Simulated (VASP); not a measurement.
## Sc: single point with LDA

The system is Sc.

```
Sc
1.0
    -1.68265    1.68265    1.68265
     1.68265   -1.68265    1.68265
     1.68265    1.68265   -1.68265
Sc
1
Direct
  0.00000 0.00000 0.00000
```

This cell differs from its parent crystal: volume scaled by 0.84.

* Program: VASP 6.6.1
* Task: single point
* Functional: LDA
* Potentials or basis: VASP PAW LDA potentials, release 64 (Sc_sv)
* Cutoff: 520 eV
* k mesh: 17 × 17 × 17
* Occupations: fermi-dirac, width 0.05 eV
* Spin: no spin polarisation

```json
{
 "Pressure": "13.6 GPa"
}
```

Levels at points of the mesh, in eV from the Fermi level:
```tsv
k point	band 1	band 2	band 3	band 4	band 5	band 6	band 7	band 8	band 9	band 10
(0.00, 0.00, 0.00)	-48.38	-26.86	-26.86	-26.86	-5.58	1.70	1.70	1.70	3.67	3.67
```

Run time: 12 s on 1 thread of Intel(R) Xeon(R) 6975P-C (Granite Rapids) (shared host), peak memory 0.15 GiB.
